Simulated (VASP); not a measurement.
A run of VASP 6.6.1 is set up as follows.

INCAR

```
  ALGO = Normal
  EDIFF = 1E-6
  ENCUT = 520
  GGA = PS
  ISIF = 2
  ISMEAR = 0
  LASPH = True
  LCHARG = False
  LREAL = False
  LWAVE = False
  NBANDS = 14
  NELM = 100
  PREC = Accurate
  SIGMA = 0.1
```

Contents of KPOINTS:

```
k-points
0
Gamma
  14 14 14
```

The input POSCAR:

```
AlCu
1.0
    3.1414194071      0.0000000000      0.0000000000
    0.0000000000      3.1414194071      0.0000000000
    0.0000000000      0.0000000000      3.1414194071
Al Cu
1 1
Direct
    0.0000000000      0.0000000000      0.0000000000
    0.5000000000      0.5000000000      0.5000000000
```

Potentials or basis: VASP PAW PBE potentials, release 64 (Al, Cu).

Launch:

```console
$ cat potpaw_PBE.64/Al/POTCAR potpaw_PBE.64/Cu/POTCAR > POTCAR
$ mpirun -np 1 vasp_std > vasp.out
```

(1) Estimate the band gap on the k mesh.

(2) What does it give for the pressure?

## Answers

(1) zero (band 7 reaches 10.83 eV, above the bottom of band 8 at 6.52 eV).

(2) -14.1 GPa.

Caveat: the cell differs from its parent crystal (strained); the PAW data sets were made with another functional, which shifts forces and pressure a little.
